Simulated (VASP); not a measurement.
## Ag: relaxation of cell and atoms with PBEsol

The system is Ag.

```
Ag
1.0
     0.00000    2.04275    2.04275
     2.04275    0.00000    2.04275
     2.04275    2.04275    0.00000
Ag
1
Direct
  0.00000 0.00000 0.00000
```

```json
{
  "Program": "VASP 6.6.1",
  "Task": "relaxation of cell and atoms",
  "Functional": "PBEsol",
  "Potentials or basis": "VASP PAW PBE potentials, release 64 (Ag)",
  "Cutoff": "600 eV",
  "k mesh": "7 × 7 × 7",
  "Occupations": "fermi-dirac, width 0.1 eV",
  "Spin": "no spin polarisation",
  "Dipole correction": "no",
  "Further INCAR settings": "ALGO = Normal; EDIFF = 1e-07; IBRION = 2; EDIFFG = -0.03; NSW = 80; ISIF = 3"
}
```

```yaml
Relaxed_volume: 16.57 Å³/atom
Relaxed_cell: a = 2.862 Å, b = 2.862 Å, c = 2.862 Å, α = 60.00°, β = 60.00°, γ = 60.00°
Space_group_after_relaxing_to_0.05_Å: Fm-3m (No. 225)
Energy_gained_by_relaxing: 4.9 meV/atom
Ionic_steps: 3
Pressure_after_relaxing: 0.0 GPa
```

Step by step:
```csv
step,energy change (eV),largest force (eV/Å),pressure (GPa),volume (Å³)
1,0.0000,0.0000,-3.16,17.05
2,-0.0020,0.0000,2.70,16.23
3,-0.0049,0.0000,0.00,16.57
```

Final structure:
```cif
data_structure
_symmetry_space_group_name_H-M 'P 1'
_symmetry_Int_Tables_number 1
_cell_length_a 2.8618
_cell_length_b 2.8618
_cell_length_c 2.8618
_cell_angle_alpha 60.000
_cell_angle_beta 60.000
_cell_angle_gamma 60.000
_cell_volume 16.57
loop_
_atom_site_label
_atom_site_type_symbol
_atom_site_fract_x
_atom_site_fract_y
_atom_site_fract_z
_atom_site_occupancy
Ag1 Ag 0.00000 0.00000 0.00000 1
```

Levels at points of the mesh, in eV from the Fermi level:
```
           k point  band 2  band 3  band 4  band 5  band 6  band 7  band 8  band 9
(0.00, 0.00, 0.00)   -5.16   -5.16   -5.16   -4.06   -4.06   15.76   19.49   19.49
```

Wall time 15 s on 1 thread of Intel Xeon 8259CL, on a shared host, peak memory 0.15 GiB.

Caveat: the k points lie up to 0.38 Å⁻¹ apart in the final cell; the PAW data sets were made with another functional, which shifts forces and pressure a little.
